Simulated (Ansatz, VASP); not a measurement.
**KI in VASP and in Ansatz**

The input POSCAR:

```
KI
1.0
    4.3321399304      0.0411930897      0.0411930897
    0.0411930897      4.3321399304      0.0411930897
    0.0411930897      0.0411930897      4.3321399304
K I
1 1
Direct
    0.0000000000      0.0000000000      0.0000000000
    0.5000000000      0.5000000000      0.5000000000
```

File INCAR.step1:

```
SYSTEM = KI
  ALGO = Normal
  EDIFF = 1E-5
  ENCUT = 550
  GGA = PE
  GGA_COMPAT = .False.
  ISMEAR = 0
  LASPH = .True.
  LCHARG = .False.
  LREAL = .False.
  LWAVE = .True.
  NBANDS = 15
  NELM = 120
  PREC = Accurate
  SIGMA = 0.01
```

File INCAR.step2:

```
SYSTEM = KI
  ALGO = Normal
  EDIFF = 1E-6
  ENCUT = 550
  GGA_COMPAT = .False.
  ISIF = 2
  ISMEAR = 0
  ISTART = 1
  LASPH = .True.
  LCHARG = .False.
  LMIXTAU = .True.
  LREAL = .False.
  LWAVE = .False.
  METAGGA = R2SCAN
  NBANDS = 15
  NELM = 120
  PREC = Accurate
  SIGMA = 0.01
```

The input KPOINTS:

```
k-points
0
Gamma
  6 6 6
  0 0 0
```

Input for Ansatz:

```yaml
crystal:
  lattice:
    - [4.3321399304, 0.0411930897, 0.0411930897]
    - [0.0411930897, 4.3321399304, 0.0411930897]
    - [0.0411930897, 0.0411930897, 4.3321399304]
  atoms:
    - { symbol: K, position: [0.0, 0.0, 0.0] }
    - { symbol: I, position: [0.5, 0.5, 0.5] }
kpoints:
  mp_grid: { grid: [6, 6, 6] }
  band_path:
    path: [[0.0, 0.0, 0.0], [0.0, 0.5, 0.0], [0.5, 0.5, 0.0], [0.5, 0.5, 0.5]]
    npoints: 1
hamiltonian:
  xc: r2scan
scf:
  occupations: { method: fixed }
  n_extra_bands: 4
output:
  forces: true
  stress: true
  eigenvalues: true
```

Change from the starting cell: shear_111 strain +2.9%.

Alike in both runs: task single point; functional r2SCAN; k mesh 6 × 6 × 6; no spin polarisation.

|  | VASP | Ansatz |
| --- | --- | --- |
| version | VASP 6.6.1 | Ansatz 0.2.0 |
| potentials or method | VASP PAW PBE potentials, release 64 (K_sv, I) | plane waves, PAW |
| plane-wave cutoff (eV) | 550 | 500 |
| occupations | gaussian, width 0.01 eV | fixed |
| valence electrons in the cell | 16 | 26 |

|  | VASP | Ansatz | Ansatz less VASP |
| --- | --- | --- | --- |
| gap on the k mesh at the Fermi level (eV) | 3.97 | 3.97 | +0.001 |
| pressure (GPa) | -0.4 | -0.4 | +0.01 |

VASP's potentials were made for PBE, not for r2SCAN. VASP's potentials hold 16 valence electrons a cell and Ansatz's 26, so a difference there can come from the potentials and not from the codes.

Spin-orbit coupling is off throughout.
